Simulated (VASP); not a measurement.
A run of VASP 6.6.1 is set up as follows.

INCAR

```
SYSTEM = Sb
ALGO = Normal ; EDIFF = 1E-6
ENCUT = 500 ; GGA = PE
GGA_COMPAT = .False. ; ISIF = 2
ISMEAR = 0 ; LASPH = .True.
LCHARG = .True. ; LELF = .True.
LREAL = .False. ; LVHAR = .True.
LWAVE = .False. ; NBANDS = 12
NELM = 120 ; PREC = Accurate
SIGMA = 0.1
```

KPOINTS

```
k-points
0
Gamma
  6 6 6
  0 0 0
```

POSCAR

```
Sb
1.0
    2.1506003320      1.2416496806      3.7440000000
   -2.1506003320      1.2416496806      3.7440000000
    0.0000000000     -2.4832993611      3.7440000000
Sb
2
Direct
    0.2336400000      0.2336400000      0.2336400000
    0.7663600000      0.7663600000      0.7663600000
```

Potentials or basis: VASP PAW PBE potentials, release 64 (Sb).

Command:

```sh
$ cat potpaw_PBE.64/Sb/POTCAR > POTCAR
$ mpirun -np 1 vasp_std > vasp.out
```

Task: What does it give for the largest force?

Result: 0.134 eV/Å.

Task: Predict the band gap on the k mesh.

Result: Zero (bands 5 and 6 overlap by 0.28 eV).

Forces in eV/Å, atoms in the order of the input:
```
Sb   0.000  0.000  0.134
Sb   0.000  0.000 -0.134
```

Caveat: spin-orbit coupling is left out, which moves the levels of the heavy elements.
